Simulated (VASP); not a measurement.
# TaN (P-62m) in VASP: a series of runs, part 2 of 2

VASP 6.6.1. The steps go on from the part before.

### 4 Single point, PBE (11.80 Å³/atom)

This run uses another cell than the first one, of 11.80 Å³/atom.

Input file INCAR:

```
SYSTEM = TaN
  ALGO = Normal
  EDIFF = 1E-7
  ENCUT = 520
  GGA = PE
  ISIF = 2
  ISMEAR = -1
  LASPH = .True.
  LCHARG = .True.
  LELF = .True.
  LREAL = .False.
  LVHAR = .True.
  LWAVE = .False.
  NBANDS = 33
  NELM = 80
  PREC = Accurate
  SIGMA = 0.01
```

Input file KPOINTS:

```
k-points
0
Gamma
  6 6 9
  0 0 0
```

Input file POSCAR:

```
TaN
1.0
    5.2643771406      0.0000000000      0.0000000000
   -2.6321885702      4.5590843388      0.0000000000
    0.0000000000      0.0000000000      2.9493070245
Ta N
3 3
Direct
    0.3333333333      0.6666666667      0.5000000000
    0.6666666667      0.3333333333      0.5000000000
    0.0000000000      0.0000000000      0.0000000000
    0.3928500000      0.0000000000      0.0000000000
    0.6071500000      0.6071500000      0.0000000000
    0.0000000000      0.3928500000      0.0000000000
```

Potentials or basis: VASP PAW PBE potentials, release 64 (Ta_pv, N).

Run with:

```
$ cat potpaw_PBE.64/Ta_pv/POTCAR potpaw_PBE.64/N/POTCAR > POTCAR
$ mpirun -np 1 vasp_std > vasp.out
```

OUTCAR:

```text
SYSTEM = TaN
   EDIFF = 1E-7
   ENCUT = 520
   GGA = PE
   ISIF = 2
   ISMEAR = -1
   LASPH = .True.
   LREAL = .False.
   NELM = 80
   PREC = Accurate

 ion  position               nearest neighbor table
   1  0.333  0.667  0.500-   4 2.19   4 2.19   6 2.19   6 2.19   5 2.19   5 2.19   2 3.04   2 3.04
                             2 3.04   3 3.38   3 3.38   3 3.38   3 3.38   3 3.38   3 3.38
   2  0.667  0.333  0.500-   6 2.19   6 2.19   4 2.19   4 2.19   5 2.19   5 2.19   1 3.04   1 3.04
                             1 3.04   3 3.38   3 3.38   3 3.38   3 3.38   3 3.38   3 3.38
   3  0.000  0.000  0.000-   6 2.07   5 2.07   4 2.07   2 3.38   1 3.38   1 3.38   2 3.38   1 3.38
                             1 3.38   2 3.38   2 3.38   2 3.38   2 3.38   1 3.38   1 3.38
   4  0.393  0.000  0.000-   3 2.07   1 2.19   1 2.19   2 2.19   2 2.19
   5  0.607  0.607  0.000-   3 2.07   2 2.19   2 2.19   1 2.19   1 2.19
   6  0.000  0.393  0.000-   3 2.07   2 2.19   2 2.19   1 2.19   1 2.19

  LATTYP: Found a hexagonal cell.
 ALAT       =     5.2643771406
 C/A-ratio  =     0.5602385516

  Lattice vectors:

 A1 = (   5.2643771406,   0.0000000000,   0.0000000000)
 A2 = (  -2.6321885702,   4.5590843388,   0.0000000000)
 A3 = (   0.0000000000,   0.0000000000,   2.9493070245)

Analysis of symmetry for initial positions (statically):
=====================================================================
 Subroutine PRICEL returns:
 Original cell was already a primitive cell.

 Routine SETGRP: Setting up the symmetry group for a
 hexagonal supercell.

 Subroutine GETGRP returns: Found 12 space group operations
 (whereof 12 operations were pure point group operations)
 out of a pool of 24 trial point group operations.

The static configuration has the point symmetry D_3h.

Analysis of symmetry for dynamics (positions and initial velocities):
=====================================================================
 Subroutine PRICEL returns:
 Original cell was already a primitive cell.

 Routine SETGRP: Setting up the symmetry group for a
 hexagonal supercell.

 Subroutine GETGRP returns: Found 12 space group operations
[... 136 lines left out ...]
   GGA     = PE    functional components
   LHFCALC =     F    Hartree Fock is set to
   AEXX    =    0.0000 exact exchange contribution
   IVDW    =     0    specifies the selected vdW correction
   LEPSILON=     F    determine dielectric tensor
   LRPA    =     F    only Hartree local field effects (RPA)
 non-spin polarized calculation
  energy-cutoff  :      520.00
  volume of cell :       70.79
 maximum number of plane-waves:      1938
 NGX is ok and might be reduce to    40
   NGX = 19   NGY = 19   NGZ = 11

 number of electron      48.0000002 magnetization

 Free energy of the ion-electron system (eV)
  ---------------------------------------------------
  ext. energy  EPLUGINS =         0.00000000
  ---------------------------------------------------
  free energy    TOTEN  =       -67.45651928 eV

  energy without entropy =      -67.45567860  energy(sigma->0) =      -67.45609894

 E-fermi :   7.8826     XC(G=0): -12.7953

 val. band max:        7.8720519652   @ k =   0.1667   0.0000   0.3333
 cond. band min:       7.8966308567   @ k =   0.1667   0.0000   0.2222
 fundamental gap:      0.0245788915
 Fermi energy:         7.8826179987

 k-point     1 :       0.0000    0.0000    0.0000
  band No.  band energies     occupation
      1     -28.3379      2.00000
      2     -28.3379      2.00000
      3     -28.0229      2.00000
      4     -28.0229      2.00000
      5     -27.8793      2.00000
      6     -27.7887      2.00000
[... 853 lines left out ...]
     32      11.4053      0.00000
     33      12.7121      0.00000

 [... further k-points ...]

------------------------ aborting loop because EDIFF is reached ----------------------------------------

  FORCE on cell =-STRESS in cart. coord.  units (eV):
  Direction    XX          YY          ZZ          XY          YZ          ZX
  --------------------------------------------------------------------------------------
  -------------------------------------------------------------------------------------
  Total       -2.7133191     -2.7133191     -3.2182030     -0.0000000      0.0000000      0.0000000
  in kB      -61.4139242    -61.4139242    -72.8415893     -0.0000000      0.0000000      0.0000000
  external PRESSURE =     -65.2231459 kB  Pullay stress =       0.0000000 kB

 VOLUME and BASIS-vectors are now :
 -----------------------------------------------------------------------------
  energy-cutoff  :      520.00
  volume of cell :       70.79
      direct lattice vectors                 reciprocal lattice vectors
     5.264377141  0.000000000  0.000000000     0.189955995  0.109671145  0.000000000
    -2.632188570  4.559084339  0.000000000     0.000000000  0.219342290  0.000000000
     0.000000000  0.000000000  2.949307024     0.000000000  0.000000000  0.339062699

 POSITION                                       TOTAL-FORCE (eV/Angst)
 -----------------------------------------------------------------------------------
     -0.00000      3.03939      1.47465        -0.000000      0.000000      0.000000
      2.63219      1.51969      1.47465        -0.000000      0.000000      0.000000
      0.00000      0.00000      0.00000        -0.000000      0.000000      0.000000
      2.06811      0.00000      0.00000        -0.107608     -0.000000      0.000000
      1.59813      2.76805      0.00000         0.053804      0.093191      0.000000
     -1.03406      1.79104      0.00000         0.053804     -0.093191     -0.000000
 -----------------------------------------------------------------------------------
    total drift:                               -0.000001     -0.000002      0.000001

  FREE ENERGIE OF THE ION-ELECTRON SYSTEM (eV)
  ---------------------------------------------------
  free  energy   TOTEN  =       -67.4565192822 eV

  energy  without entropy=      -67.4556785957  energy(sigma->0) =      -67.45609894
```

OSZICAR:

```text
N       E                     dE             d eps       ncg     rms          rms(c)
DAV:   1     0.438552387289E+03    0.43855E+03   -0.26044E+04  2310   0.152E+03
DAV:   2    -0.489172996772E+02   -0.48747E+03   -0.46446E+03  2705   0.444E+02
DAV:   3    -0.768724729585E+02   -0.27955E+02   -0.27482E+02  2802   0.102E+02
DAV:   4    -0.774576454563E+02   -0.58517E+00   -0.58197E+00  2899   0.146E+01
DAV:   5    -0.774710715976E+02   -0.13426E-01   -0.13414E-01  2947   0.177E+00    0.403E+01
DAV:   6    -0.677149542834E+02    0.97561E+01   -0.51054E+01  2968   0.374E+01    0.166E+01
DAV:   7    -0.675300365072E+02    0.18492E+00   -0.27797E+00  2870   0.863E+00    0.100E+01
DAV:   8    -0.674783328338E+02    0.51704E-01   -0.47971E-01  2777   0.402E+00    0.115E+00
DAV:   9    -0.674573308509E+02    0.21002E-01   -0.58225E-02  2929   0.152E+00    0.404E-01
DAV:  10    -0.674567115427E+02    0.61931E-03   -0.14149E-02  2926   0.583E-01    0.212E-01
DAV:  11    -0.674566194092E+02    0.92134E-04   -0.33608E-03  2992   0.348E-01    0.672E-02
DAV:  12    -0.674565191714E+02    0.10024E-03   -0.40070E-04  2913   0.113E-01    0.229E-02
DAV:  13    -0.674565194507E+02   -0.27927E-06   -0.43404E-05  3043   0.352E-02    0.570E-03
DAV:  14    -0.674565195450E+02   -0.94279E-07   -0.19283E-06  2969   0.895E-03    0.230E-03
DAV:  15    -0.674565192695E+02    0.27547E-06   -0.14943E-07  1959   0.301E-03    0.727E-04
DAV:  16    -0.674565192822E+02   -0.12687E-07   -0.19467E-08  1554   0.993E-04
   1 F= -.67456519E+02 E0= -.67456099E+02  d E =-.840686E-03
```

Wall time 1.9 min (1 thread of Intel Xeon 8259CL, shared host); peak memory 0.22 GiB.

What came out:

| Quantity | Value |
| --- | --- |
| Free energy | -67.4565 eV |
| Pressure | -6.5 GPa |
| Largest force | 0.108 eV/Å |
| Band gap on the k mesh | zero (bands 24 and 25 overlap by 2.95 eV) |

Forces on the atoms (eV/Å):
```
Ta   0.000  0.000  0.000
Ta   0.000  0.000  0.000
Ta   0.000  0.000  0.000
N   -0.108  0.000  0.000
N    0.054  0.093  0.000
N    0.054 -0.093  0.000
```

Stress tensor (GPa, compression positive):
```
-6.14  0.00  0.00
 0.00 -6.14  0.00
 0.00  0.00 -7.28
```

Levels at points of the mesh, in eV from the Fermi level:
```csv
k point,band 22,band 23,band 24,band 25,band 26,band 27
"(0.00, 0.00, 0.00)",-3.23,-1.82,-0.83,-0.83,0.61,0.61
"(0.50, 0.00, 0.00)",-3.70,-2.71,-2.47,1.15,1.75,1.86
```

Caveat: the cell stands under tension; spin-orbit coupling is left out, which moves the levels of the heavy elements.

### 5 The runs side by side

| cell | gap on the mesh (eV) | pressure (GPa) | largest force (eV/Å) |
| --- | --- | --- | --- |
| a = 5.161, b = 5.161, c = 2.891 Å, angles 90.0, 90.0, 120.0°, 6 atoms | none | 12.8 | 0.15 |
| a = 5.213, b = 5.213, c = 2.921 Å, angles 90.0, 90.0, 120.0°, 6 atoms | none | 2.4 | 0.01 |
| a = 5.264, b = 5.264, c = 2.949 Å, angles 90.0, 90.0, 120.0°, 6 atoms | none | -6.5 | 0.11 |

Alike in all rows: task single point; level PBE; potentials or basis VASP PAW PBE potentials, release 64 (Ta_pv, N); no spin polarisation; k mesh 6 × 6 × 9; cutoff (eV) 520; smearing fermi-dirac 0.01 eV.

Caveats: spin-orbit coupling is left out, which moves the levels of the heavy elements; the cell stands under pressure (at least some runs); the cell stands under tension (at least some runs).

Total energies depend on the potentials used, so only differences within one code and one set of settings carry meaning.
